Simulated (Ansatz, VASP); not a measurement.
**One calculation of In, two programs**

Contents of INCAR:

```
SYSTEM = In
PREC = Accurate
ENCUT = 600
EDIFF = 1E-6
ISMEAR = -1
SIGMA = 0.1
LREAL = .FALSE.
LASPH = .TRUE.
NELM = 60
ALGO = Normal
ISIF = 3
LWAVE = .FALSE.
LCHARG = .FALSE.
GGA = PE
IBRION = 2
NSW = 60
EDIFFG = -0.005
```

File KPOINTS:

```
regular mesh
0
G
  16 16 16
  0 0 0
```

POSCAR

```
In
1.0
   -1.9018218905      1.9018218905      1.9018218905
    1.9018218905     -1.9018218905      1.9018218905
    1.9018218905      1.9018218905     -1.9018218905
In
1
Direct
    0.0000000000      0.0000000000      0.0000000000
```

Input for Ansatz:

```yaml
crystal:
  lattice:
    - [-1.9018218905, 1.9018218905, 1.9018218905]
    - [1.9018218905, -1.9018218905, 1.9018218905]
    - [1.9018218905, 1.9018218905, -1.9018218905]
  atoms:
    - { symbol: In, position: [0.0, 0.0, 0.0] }
kpoints:
  mp_grid: { grid: [16, 16, 16] }
scf:
  occupations: { method: fermi_dirac, width: 0.1 }
hamiltonian:
  xc: pbe
  pseudopotentials: { kind: paw }
output:
  forces: true
  stress: true
  write_density: true
  write_potential: true
  elf: true
  volumetric_format: npy
relax:
  f_tol: 0.005
  max_steps: 40
  cell: {}
```

Alike in both runs: task relaxation of cell and atoms; functional PBE; k mesh 16 × 16 × 16; occupations fermi-dirac, width 0.1 eV; no spin polarisation.

```csv
,VASP,Ansatz
version,VASP 6.6.1,Ansatz 0.2.0
potentials or method,"VASP PAW PBE potentials, release 64 (In_d)","PAW with Ansatz's default frozen-core files, scalar-relativistic"
plane-wave cutoff (eV),600,420
valence electrons in the cell,13,13
```

VASP gave:

| Quantity | Value |
| --- | --- |
| relaxed volume (Å³/atom) | 27.85 |
| relaxed cell length with the largest relative difference (Å) | 3.308 |

What did Ansatz give for the same quantities?

Relaxed volume (Å³/atom): 27.84; relaxed cell length with the largest relative difference (Å): 3.307.
